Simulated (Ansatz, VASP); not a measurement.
## Two plane-wave programs on In3Se

POSCAR

```
In3Se
1.0
    4.8037600000      0.0000000000      0.0000000000
    0.0000000000      4.8037600000      0.0000000000
    0.0000000000      0.0000000000      4.8037600000
In Se
3 1
Direct
    0.0000000000      0.5000000000      0.5000000000
    0.5000000000      0.0000000000      0.5000000000
    0.5000000000      0.5000000000      0.0000000000
    0.0000000000      0.0000000000      0.0000000000
```

Contents of INCAR.step1:

```
ALGO = Normal ; EDIFF = 1E-4
ENCUT = 520 ; GGA = PE
ISMEAR = 0 ; LASPH = T
LCHARG = F ; LREAL = F
LWAVE = T ; NBANDS = 30
NELM = 60 ; PREC = Accurate
SIGMA = 0.05
```

INCAR.step2

```
ALGO = Normal ; EDIFF = 1E-6
ENCUT = 520 ; ISIF = 2
ISMEAR = 0 ; ISTART = 1
LASPH = T ; LCHARG = F
LMIXTAU = T ; LREAL = F
LWAVE = F ; METAGGA = R2SCAN
NBANDS = 30 ; NELM = 60
PREC = Accurate ; SIGMA = 0.05
```

The input KPOINTS:

```
k-points
0
Gamma
  5 5 5
```

Input for Ansatz:

```yaml
crystal:
  lattice:
    - [4.80376, 0.0, 0.0]
    - [0.0, 4.80376, 0.0]
    - [0.0, 0.0, 4.80376]
  atoms:
    - { symbol: In, position: [0.0, 0.5, 0.5] }
    - { symbol: In, position: [0.5, 0.0, 0.5] }
    - { symbol: In, position: [0.5, 0.5, 0.0] }
    - { symbol: Se, position: [0.0, 0.0, 0.0] }
basis:
  ecutwfc: 612.25619053473
kpoints:
  mp_grid:
    grid: [5, 5, 5]
hamiltonian:
  xc: r2scan
scf:
  occupations:
    method: gaussian
    width: 0.05
output:
  forces: true
  stress: true
```

Alike in both runs: task single point; functional r2SCAN; k mesh 5 × 5 × 5; occupations gaussian, width 0.05 eV; no spin polarisation.

```csv
,VASP,Ansatz
version,VASP 6.6.1,Ansatz 0.2.0
potentials or method,"VASP PAW PBE potentials, release 64 (In_d, Se), cutoff 520 eV","plane waves, PAW"
valence electrons in the cell,45,55
```

|  | VASP | Ansatz | Ansatz less VASP |
| --- | --- | --- | --- |
| pressure (GPa) | -0.8 | -0.8 | +0.02 |

VASP's potentials were made for PBE, not for r2SCAN. With one functional, cell and mesh, what is left measures potentials, basis and numerics. VASP's potentials hold 45 valence electrons a cell and Ansatz's 55, so a difference there can come from the potentials and not from the codes.
